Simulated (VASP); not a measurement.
Wanted: the native input for a VASP 6.6.1 run.

| Item | Value |
| --- | --- |
| Task | single point |
| Functional | PBE |
| Potentials or basis | VASP PAW PBE potentials, release 64 (In_d, Pd) |
| Cutoff | 520 eV |
| k mesh | 18 × 18 × 18 |
| Occupations | gaussian, width 0.1 eV |
| Spin | no spin polarisation |
| Dipole correction | no |
| Further INCAR settings | ALGO = Fast; EDIFF = 1e-06; NBANDS = 18 |

The structure of InPd lies in POSCAR:

```
InPd
1.0
    0.0000000000      2.7460739540      2.7460739540
    2.7460739540      0.0000000000      2.7460739540
    2.7460739540      2.7460739540      0.0000000000
In Pd
1 1
Direct
    0.0000000000      0.0000000000      0.0000000000
    0.5000000000      0.5000000000      0.5000000000
```

The cell was built from a structure type or drawn by symmetry, and may not be a known phase.

The input as run:

INCAR

```
SYSTEM = InPd
PREC = Accurate ; ENCUT = 520
EDIFF = 1E-6 ; ISMEAR = 0
SIGMA = 0.1 ; LREAL = .False.
LASPH = .True. ; NELM = 80
ALGO = Fast ; ISIF = 2
LWAVE = .False. ; LCHARG = .False.
GGA = PE ; NBANDS = 18
```

KPOINTS

```
regular mesh
0
Gamma
  18 18 18
  0 0 0
```

Potentials or basis: VASP PAW PBE potentials, release 64 (In_d, Pd).

Launch:

```sh
$ cat potpaw_PBE.64/In_d/POTCAR potpaw_PBE.64/Pd/POTCAR > POTCAR
$ mpirun -np 1 vasp_std > vasp.out
```

Results of the run:

The pressure is 0.2 GPa and the band gap on the k mesh is zero (an odd number of electrons rules out a gap without spin polarisation).

Caveat: spin-orbit coupling is left out, which moves the levels of the heavy elements.

Wall time 3.9 min on 1 thread of Intel Xeon 8259CL, on a shared host, peak memory 0.29 GiB.
